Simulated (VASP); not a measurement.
Input of a VASP 6.6.1 run:

The input INCAR:

```
ALGO     = Normal         # electronic algorithm
EDIFF    = 1E-6           # SCF threshold, eV
ENCUT    = 520            # plane-wave cutoff, eV
GGA      = PE             # functional
ISIF     = 2              # what is computed and relaxed
ISMEAR   = 0              # smearing method
LASPH    = T              # aspherical terms in the spheres
LCHARG   = F              # write CHGCAR
LREAL    = F              # projectors in reciprocal space
LWAVE    = F              # write WAVECAR
NBANDS   = 38             # bands
NELM     = 100            # most SCF steps
PREC     = Accurate       # precision mode
SIGMA    = 0.1            # smearing width, eV
```

KPOINTS

```
k-points
0
Gamma
  6 6 2
```

POSCAR

```
Sr4O3
1.0
    6.4792272252     -0.0000000037      0.0000000000
   -3.2396136093      5.6111753758      0.0000000000
    0.0000000000      0.0000000000      7.5006572953
Sr O
4 3
Direct
    0.3333333333      0.6666666667      0.8013404809
    0.6666666667      0.3333333333      0.8013404809
    0.6666666667      0.3333333333      0.1986595191
    0.3333333333      0.6666666667      0.1986595191
    0.5000000000      0.0000000000      0.0000000000
    0.0000000000      0.5000000000      0.0000000000
    0.5000000000      0.5000000000      0.0000000000
```

Potentials or basis: VASP PAW PBE potentials, release 64 (Sr_sv, O).

Launch:

```console
$ cat potpaw_PBE.64/Sr_sv/POTCAR potpaw_PBE.64/O/POTCAR > POTCAR
$ mpirun -np 1 vasp_std > vasp.out
```

(1) What does it give for the largest force?

(2) Predict the pressure.

Answers

(1) 0.122 eV/Å.

(2) 0.5 GPa.

Caveat: the k points lie up to 0.42 Å⁻¹ apart.
